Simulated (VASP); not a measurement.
Set up this calculation in VASP 6.6.1, as the native input.

| Quantity | Value |
| --- | --- |
| Task | single point |
| Functional | PBE |
| Potentials or basis | VASP PAW PBE potentials, release 64 (Au) |
| Cutoff | 500 eV |
| k mesh | 18 × 18 × 10 |
| Occupations | gaussian, width 0.15 eV |
| Spin | no spin polarisation |
| Dipole correction | no |
| Further INCAR settings | ALGO = Normal; EDIFF = 1e-06; NBANDS = 18 |

The structure of Au lies in POSCAR:

```
Au
1.0
    2.8804999125      0.0000000000      0.0000000000
   -1.4402499562      2.4945860998      0.0000000000
    0.0000000000      0.0000000000      4.8289054398
Au
2
Direct
    0.3333333333      0.6666666667      0.7500000000
    0.6666666667      0.3333333333      0.2500000000
```

These files were run (other wordings do the same):

INCAR

```
  PREC = Accurate
  ENCUT = 500
  EDIFF = 1E-6
  ISMEAR = 0
  SIGMA = 0.15
  LREAL = F
  LASPH = T
  NELM = 120
  ALGO = Normal
  ISIF = 2
  LWAVE = F
  LCHARG = F
  GGA = PE
  NBANDS = 18
  GGA_COMPAT = F
```

KPOINTS

```
Automatic mesh
0
Gamma
  18 18 10
```

Potentials or basis: VASP PAW PBE potentials, release 64 (Au).

The run is started by

```console
$ cat potpaw_PBE.64/Au/POTCAR > POTCAR
$ mpirun -np 1 vasp_std > vasp.out
```

Results of the run:

| Item | Value |
| --- | --- |
| Pressure | 5.5 GPa |
| Band gap on the k mesh | zero (band 11 reaches 13.39 eV, above the bottom of band 12 at 6.54 eV) |

Caveat: spin-orbit coupling is left out, which moves the levels of the heavy elements.

Wall time 51 s on 1 thread of AMD EPYC 9R45 96-Core Processor (Zen 5), on a shared host, peak memory 0.21 GiB.
